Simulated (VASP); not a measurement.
A run of VASP 6.6.1 is set up as follows.

POSCAR

```
ScPt
1.0
    3.2700000000      0.0000000000      0.0000000000
    0.0000000000      3.2700000000      0.0000000000
    0.0000000000      0.0000000000      3.2700000000
Sc Pt
1 1
Direct
    0.5000000000      0.5000000000      0.5000000000
    0.0000000000      0.0000000000      0.0000000000
```

INCAR.step1

```
PREC = Accurate ; ENCUT = 520
ISMEAR = 0 ; SIGMA = 0.1
LREAL = F ; LASPH = T
NELM = 80 ; NBANDS = 18
GGA = PE ; ALGO = Normal
EDIFF = 1E-4 ; LWAVE = T
LCHARG = F
```

File INCAR.step2:

```
PREC = Accurate ; ENCUT = 520
EDIFF = 1E-6 ; ISMEAR = 0
SIGMA = 0.1 ; LREAL = F
LASPH = T ; NELM = 80
ALGO = Normal ; ISIF = 2
LWAVE = F ; LCHARG = F
METAGGA = R2SCAN ; LMIXTAU = T
NBANDS = 18 ; ISTART = 1
```

KPOINTS

```
Automatic mesh
0
Gamma
  8 8 8
```

Potentials or basis: VASP PAW PBE potentials, release 64 (Sc_sv, Pt).

The run is started by

```sh
$ cat potpaw_PBE.64/Sc_sv/POTCAR potpaw_PBE.64/Pt/POTCAR > POTCAR
$ cp INCAR.step1 INCAR
$ mpirun -np 1 vasp_std > vasp.out
$ cp INCAR.step2 INCAR
$ mpirun -np 1 vasp_std > vasp.out
```

Estimate the pressure.

2.6 GPa.

Caveat: the PAW data sets were made with another functional, which shifts forces and pressure a little.
